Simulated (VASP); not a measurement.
Crystal: SiC (3C silicon carbide).

```
Si C
1.0
     0.00000    2.18000    2.18000
     2.18000    0.00000    2.18000
     2.18000    2.18000    0.00000
Si C
1 1
Direct
  0.00000 0.00000 0.00000
  0.25000 0.25000 0.25000
```

```yaml
Program: VASP 6.6.1
Task: relaxation of cell and atoms
Functional: LDA
Potentials_or_basis: VASP PAW LDA potentials, release 64 (Si, C)
Cutoff: 600 eV
k_mesh: 8 × 8 × 8
Occupations: gaussian, width 0.01 eV
Spin: no spin polarisation
```

At the start: pressure -4.5 GPa; volume 10.36 Å³/atom.

How do energy, volume and symmetry change on relaxing?

Over 3 steps the energy falls by 3.0 meV/atom and the volume is 10.15 Å³/atom (-2.0 %); space group F-43m (No. 216, to 0.05 Å).

Step by step:
| step | energy change (eV) | largest force (eV/Å) | pressure (GPa) | volume (Å³) |
| --- | --- | --- | --- | --- |
| 1 | 0.0000 | 0.0000 | -4.47 | 20.72 |
| 2 | 0.0010 | 0.0000 | 5.19 | 19.87 |
| 3 | -0.0059 | 0.0000 | -0.02 | 20.30 |

Final structure:
```yaml
crystal:
  lattice:
    - [0.00000, 2.16531, 2.16531]
    - [2.16531, 0.00000, 2.16531]
    - [2.16531, 2.16531, 0.00000]
  atoms:
    - { symbol: Si, position: [0.00000, 0.00000, 0.00000] }
    - { symbol: C, position: [0.25000, 0.25000, 0.25000] }
```
